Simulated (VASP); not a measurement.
# Mg (Pm-3m) in VASP: single point with PBEsol

Aim: the single point of Mg with PBEsol.

Program: VASP 6.6.1. These are calculated values, not measurements. Logs are shortened: lines on timing, memory, paths and dates and some standing lists are left out, and cuts for length are marked.

## Step 1: The cell of the first run

It takes space group Pm-3m (No. 221, cubic). Conventional cell: a = 3.003 Å, b = 3.003 Å, c = 3.003 Å, α = 90.00°, β = 90.00°, γ = 90.00°. Within 4.0 Å of Mg (site symmetry m-3m) lie 6 Mg at 3.00 Å.

## Step 2: Single point, PBEsol

File INCAR:

```
  ALGO = Normal
  EDIFF = 1E-6
  ENCUT = 520
  GGA = PS
  ISIF = 2
  ISMEAR = -1
  LASPH = True
  LCHARG = False
  LREAL = False
  LWAVE = False
  NBANDS = 7
  NELM = 80
  PREC = Accurate
  SIGMA = 0.13605693000000002
```

File KPOINTS:

```
k-points
0
Gamma
  11 11 11
```

File POSCAR:

```
Mg
1.0
    3.0031078903      0.0000000000      0.0000000000
    0.0000000000      3.0031078903      0.0000000000
    0.0000000000      0.0000000000      3.0031078903
Mg
1
Direct
    0.0000000000      0.0000000000      0.0000000000
```

Potentials or basis: VASP PAW PBE potentials, release 64 (Mg).

Run with:

```sh
cat potpaw_PBE.64/Mg/POTCAR > POTCAR
mpirun -np 1 vasp_std > vasp.out
```

OUTCAR:

```text
EDIFF = 1E-6
   ENCUT = 520
   GGA = PS
   ISIF = 2
   ISMEAR = -1
   LASPH = True
   LREAL = False
   NELM = 80
   PREC = Accurate

 ion  position               nearest neighbor table
   1  0.000  0.000  0.000-

  LATTYP: Found a simple cubic cell.
 ALAT       =     3.0031078903

  Lattice vectors:

 A1 = (   3.0031078903,   0.0000000000,   0.0000000000)
 A2 = (   0.0000000000,   3.0031078903,   0.0000000000)
 A3 = (   0.0000000000,   0.0000000000,   3.0031078903)

Analysis of symmetry for initial positions (statically):
=====================================================================
 Subroutine PRICEL returns:
 Original cell was already a primitive cell.

 Routine SETGRP: Setting up the symmetry group for a
 simple cubic supercell.

 Subroutine GETGRP returns: Found 48 space group operations
[... 9 lines left out ...]

 Routine SETGRP: Setting up the symmetry group for a
 simple cubic supercell.

 Subroutine GETGRP returns: Found 48 space group operations
[... 11 lines left out ...]
                                     Primitive cell

  volume of cell :      27.0840

  direct lattice vectors                    reciprocal lattice vectors
     3.003107890  0.000000000  0.000000000     0.332988370  0.000000000  0.000000000
     0.000000000  3.003107890  0.000000000     0.000000000  0.332988370  0.000000000
     0.000000000  0.000000000  3.003107890     0.000000000  0.000000000  0.332988370

  length of vectors
     3.003107890  3.003107890  3.003107890     0.332988370  0.332988370  0.332988370

  position of ions in fractional coordinates (direct lattice)
     0.000000000  0.000000000  0.000000000

  ion indices of the primitive-cell ions
   primitive index   ion index
                 1           1

----------------------------------------------------------------------------------------

 KPOINTS: k-points

Automatic generation of k-mesh.
 Grid dimensions read from file:
 generate k-points for:   11   11   11

 Generating k-lattice:

  Cartesian coordinates                     Fractional coordinates (reciprocal lattice)
     0.030271670  0.000000000  0.000000000     0.090909091  0.000000000  0.000000000
     0.000000000  0.030271670  0.000000000     0.000000000  0.090909091  0.000000000
     0.000000000  0.000000000  0.030271670     0.000000000  0.000000000  0.090909091

  Length of vectors
     0.030271670  0.030271670  0.030271670

[... 50 lines left out ...]
   LASPH  =      T    aspherical Exc in radial PAW
   ENCUT  =  520.0 eV  38.22 Ry    6.18 a.u.   5.58  5.58  5.58*2*pi/ulx,y,z
   NELM   =     80;   NELMIN=  2; NELMDL= -5     # of ELM steps
   EDIFF  = 0.1E-05   stopping-criterion for ELM
   LREAL  =      F    real-space projection
   EDIFFG = 0.1E-04   stopping-criterion for IOM
   NSW    =      0    number of steps for IOM
   IBRION =     -1    ionic relax: 0-MD 1-quasi-New 2-CG
   NFREE  =      0    steps in history (QN), initial steepest desc. (CG)
   ISIF   =      2    stress and relaxation
   ISYM   =      2    0-nonsym 1-usesym 2-fastsym
   POTIM  = 0.5000    time-step for ionic-motion
   TEBEG  =    0.0;   TEEND  =   0.0 temperature during run
   PSTRESS=    0.0 pullay stress
   NELECT =       2.0000    total number of electrons
   NUPDOWN=      -1.0000    fix difference up-down
   EMIN   =  10.00;   EMAX   =-10.00  energy-range for DOS
   EFERMI =   0.00;   METHOD = LEGACY
   ISMEAR =    -1;   SIGMA  =   0.14  broadening in eV -4-tet -1-fermi 0-gaus
   EFERMI_NEDOS =   21; number of points for ismear=-14 and -15
   IALGO  =     38    algorithm
   IMIX   =      4    mixing-type and parameters
     AMIX     =   0.40;   BMIX     =  1.00
     AMIX_MAG =   1.60;   BMIX_MAG =  1.00
  volume/ion in A,a.u.               =      27.08       182.77
  Fermi-wavevector in a.u.,A,eV,Ry     =   0.686827  1.297914  6.418290  0.471731
  Thomas-Fermi vector in A             =   1.767167
   LORBIT       =      0    0 simple, 1 ext, 2 COOP (PROOUT), +10 PAW based schemes
   GGA     = PS    functional components
   LHFCALC =     F    Hartree Fock is set to
   AEXX    =    0.0000 exact exchange contribution
   IVDW    =     0    specifies the selected vdW correction
   LEPSILON=     F    determine dielectric tensor
   LRPA    =     F    only Hartree local field effects (RPA)
 non-spin polarized calculation
  energy-cutoff  :      520.00
  volume of cell :       27.08
 maximum number of plane-waves:       740
 NGX is ok and might be reduce to    24
   NGX = 11   NGY = 11   NGZ = 11

 number of electron       2.0000000 magnetization

 Free energy of the ion-electron system (eV)
  ---------------------------------------------------
  ext. energy  EPLUGINS =         0.00000000
  ---------------------------------------------------
  free energy    TOTEN  =        -1.34607798 eV

  energy without entropy =       -1.32058486  energy(sigma->0) =       -1.33333142

 E-fermi :   1.7097     XC(G=0):  -8.0047

 val. band max:        1.6524918168   @ k =   0.4545   0.2727   0.0909
 cond. band min:       1.8959330752   @ k =   0.3636   0.3636   0.3636
 fundamental gap:      0.2434412585
 Fermi energy:         1.7096559164

 k-point     1 :       0.0000    0.0000    0.0000
  band No.  band energies     occupation
      1      -4.5074      2.00000
      2       9.8944      0.00000
      3       9.8944      0.00000
      4      11.3151      0.00000
      5      11.3151      0.00000
      6      11.3151      0.00000
      7      15.8093      0.00000
[... 221 lines left out ...]
 k-point    24 :       0.2727    0.0909    0.0909
  band No.  band energies     occupation
      1      -3.0037      2.00000
      2       4.1868      0.00000
      3       9.0949      0.00000
      4      10.8295      0.00000
      5      14.4932      0.00000
      6      16.2488      0.00000
      7      16.7945      0.00000

 [... further k-points ...]

------------------------ aborting loop because EDIFF is reached ----------------------------------------

  FORCE on cell =-STRESS in cart. coord.  units (eV):
  Direction    XX          YY          ZZ          XY          YZ          ZX
  --------------------------------------------------------------------------------------
  -------------------------------------------------------------------------------------
  Total       -0.0286262     -0.0286262     -0.0286262      0.0000000      0.0000000     -0.0000000
  in kB       -1.6934057     -1.6934057     -1.6934057      0.0000000      0.0000000     -0.0000000
  external PRESSURE =      -1.6934057 kB  Pullay stress =       0.0000000 kB

 VOLUME and BASIS-vectors are now :
 -----------------------------------------------------------------------------
  energy-cutoff  :      520.00
  volume of cell :       27.08
      direct lattice vectors                 reciprocal lattice vectors
     3.003107890  0.000000000  0.000000000     0.332988370  0.000000000  0.000000000
     0.000000000  3.003107890  0.000000000     0.000000000  0.332988370  0.000000000
     0.000000000  0.000000000  3.003107890     0.000000000  0.000000000  0.332988370

 POSITION                                       TOTAL-FORCE (eV/Angst)
 -----------------------------------------------------------------------------------
      0.00000      0.00000      0.00000         0.000000      0.000000      0.000000
 -----------------------------------------------------------------------------------
    total drift:                                0.000000      0.000000      0.000000

  FREE ENERGIE OF THE ION-ELECTRON SYSTEM (eV)
  ---------------------------------------------------
  free  energy   TOTEN  =        -1.3460779832 eV

  energy  without entropy=       -1.3205848606  energy(sigma->0) =       -1.33333142
```

OSZICAR:

```text
N       E                     dE             d eps       ncg     rms          rms(c)
DAV:   1    -0.811015395297E+00   -0.81102E+00   -0.71919E+02   833   0.185E+02
DAV:   2    -0.135781977746E+01   -0.54680E+00   -0.49796E+00  1008   0.958E+00
DAV:   3    -0.136030104910E+01   -0.24813E-02   -0.24805E-02  1057   0.730E-01
DAV:   4    -0.136030444726E+01   -0.33982E-05   -0.33980E-05  1106   0.191E-02
DAV:   5    -0.136030445734E+01   -0.10085E-07   -0.10066E-07  1113   0.760E-04    0.561E-01
DAV:   6    -0.135240840942E+01    0.78960E-02   -0.14708E-03  1057   0.128E-01    0.356E-01
DAV:   7    -0.134606977011E+01    0.63386E-02   -0.57110E-03  1057   0.243E-01    0.211E-02
DAV:   8    -0.134607819160E+01   -0.84215E-05   -0.48797E-05  1001   0.410E-02    0.558E-03
DAV:   9    -0.134607798317E+01    0.20844E-06   -0.92869E-07  1113   0.309E-03
   1 F= -.13460780E+01 E0= -.13333314E+01  d E =-.254931E-01
```

stdout:

```text
POSCAR found type information on POSCAR Mg
 POSCAR found :  1 types and       1 ions
 scaLAPACK will be used
 -----------------------------------------------------------------------------
|                                                                             |
|                                                                             |
|     You enforced a specific xc type in the INCAR file but a different       |
|     I HOPE YOU KNOW WHAT YOU ARE DOING!                                     |
|                                                                             |
 -----------------------------------------------------------------------------

 LDA part: xc-table for (Slater+PW92), standard interpolation
 POSCAR, INCAR and KPOINTS ok, starting setup
 FFT: planning ... GRIDC
 FFT: planning ... GRID_SOFT
 FFT: planning ... GRID
 WAVECAR not read
 entering main loop
```

Wall time 6.3 s (1 thread of Intel Xeon 8259CL, shared host); peak memory 0.14 GiB.

Results:

```yaml
Free_energy: -1.3461 eV
Pressure: -0.2 GPa
Band_gap_on_the_k_mesh: zero (band 1 reaches 5.17 eV, above the bottom of band 2 at 0.36 eV)
```

Caveat: the PAW data sets were made with another functional, which shifts forces and pressure a little.
